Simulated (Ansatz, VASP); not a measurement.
TaN: VASP beside Ansatz

The input INCAR:

```
PREC = Accurate ; ENCUT = 520
EDIFF = 1E-6 ; ISMEAR = -1
SIGMA = 0.02 ; LREAL = F
LASPH = T ; NELM = 60
ALGO = Normal ; ISIF = 2
LWAVE = F ; LCHARG = F
GGA = PE ; NBANDS = 15
```

The input KPOINTS:

```
Automatic mesh
0
Gamma
  12 12 10
```

POSCAR

```
TaN
1.0
    2.9379988584      0.0000000000      0.0000000000
   -1.4689994292      2.5443816477      0.0000000000
    0.0000000000      0.0000000000      2.9406600000
Ta N
1 1
Direct
    0.3333333333      0.6666666667      0.5000000000
    0.0000000000      0.0000000000      0.0000000000
```

Input for Ansatz:

```yaml
crystal:
  lattice:
    - [2.9379988584, 0.0, 0.0]
    - [-1.4689994292, 2.5443816477, 0.0]
    - [0.0, 0.0, 2.94066]
  atoms:
    - { symbol: Ta, position: [0.3333333333, 0.6666666667, 0.5] }
    - { symbol: "N", position: [0.0, 0.0, 0.0] }
kpoints:
  mp_grid: { grid: [12, 12, 10] }
  band_path:
    path:
      - [0.0, 0.0, 0.0]
      - [0.5, 0.0, 0.0]
      - [0.3333333333, 0.3333333333, 0.0]
      - [0.0, 0.0, 0.0]
      - [0.0, 0.0, 0.5]
      - [0.5, 0.0, 0.5]
      - [0.3333333333, 0.3333333333, 0.5]
      - [0.0, 0.0, 0.5]
      - [0.5, 0.0, 0.5]
    npoints: 5
scf:
  occupations: { method: fermi_dirac, width: 0.02 }
hamiltonian:
  xc: pbe
  pseudopotentials: { kind: all_electron, lapw: { basis_error: 0.0005 } }
output:
  forces: true
  stress: true
  eigenvalues: true
```

Change from the starting cell: zz strain of +2 %.

Alike in both runs: task single point; functional PBE; k mesh 12 × 12 × 10; occupations fermi-dirac, width 0.02 eV; no spin polarisation.

```csv
,VASP,Ansatz
version,VASP 6.6.1,Ansatz 0.2.0
potentials or method,"VASP PAW PBE potentials, release 64 (Ta_pv, N), cutoff 520 eV","all-electron LAPW, scalar-relativistic"
```

```tsv
	VASP	Ansatz	Ansatz less VASP
pressure (GPa)	-1.9	-2.3	-0.41
traceless stress, the component that is largest in VASP (GPa)	-7.81	-7.88	-0.066
```

Ansatz ran all-electron here, and VASP with PAW potentials.

Neither program's run includes spin-orbit coupling.
